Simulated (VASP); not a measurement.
A run of VASP 6.6.1:

Contents of INCAR:

```
SYSTEM = Fe
PREC = Accurate
ENCUT = 520
EDIFF = 1E-7
ISMEAR = 0
SIGMA = 0.017
LREAL = .FALSE.
LASPH = .TRUE.
NELM = 150
ALGO = Fast
ISIF = 2
LWAVE = .FALSE.
LCHARG = .FALSE.
ISPIN = 2
MAGMOM = 3
LORBIT = 11
LMAXMIX = 4
GGA = PE
NBANDS = 14
```

File KPOINTS:

```
Automatic mesh
0
G
  13 13 13
  0 0 0
```

Contents of POSCAR:

```
Fe
1.0
   -1.4430000000      1.4430000000      1.4430000000
    1.4430000000     -1.4430000000      1.4430000000
    1.4430000000      1.4430000000     -1.4430000000
Fe
1
Direct
    0.0000000000      0.0000000000      0.0000000000
```

Potentials or basis: VASP PAW PBE potentials, release 64 (Fe).

Command:

```sh
$ cat potpaw_PBE.64/Fe/POTCAR > POTCAR
$ mpirun -np 1 vasp_std > vasp.out
```

Hardware: 1 thread of Intel Xeon 6975P-C (shared host).

How long does it take, and how much memory?

Wall time 62 s on 1 thread of Intel Xeon 6975P-C, with other jobs on the host, peak memory 0.14 GiB. Counts: scf iterations 16, k points 84.
